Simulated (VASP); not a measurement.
Here is a VASP 6.6.1 calculation.

Contents of INCAR:

```
PREC     = Accurate       # precision mode
ENCUT    = 520            # plane-wave cutoff, eV
EDIFF    = 1E-6           # SCF threshold, eV
ISMEAR   = 0              # smearing method
SIGMA    = 0.15           # smearing width, eV
LREAL    = F              # projectors in reciprocal space
LASPH    = T              # aspherical terms in the spheres
NELM     = 60             # most SCF steps
ALGO     = Normal         # electronic algorithm
ISIF     = 2              # what is computed and relaxed
LWAVE    = F              # write WAVECAR
LCHARG   = F              # write CHGCAR
NBANDS   = 16             # bands
```

The input KPOINTS:

```
regular mesh
0
Gamma
  14 14 14
```

File POSCAR:

```
SbPb
1.0
    0.0000000000      3.1556378416      3.1556378416
    3.1556378416      0.0000000000      3.1556378416
    3.1556378416      3.1556378416      0.0000000000
Sb Pb
1 1
Direct
    0.5000000000      0.5000000000      0.5000000000
    0.0000000000      0.0000000000      0.0000000000
```

Potentials or basis: VASP PAW LDA potentials, release 64 (Sb, Pb_d).

Run with:

```sh
$ cat potpaw_LDA.64/Sb/POTCAR potpaw_LDA.64/Pb_d/POTCAR > POTCAR
$ mpirun -np 1 vasp_std > vasp.out
```

(1) What does it give for the pressure?

Answers

(1) -2.5 GPa.
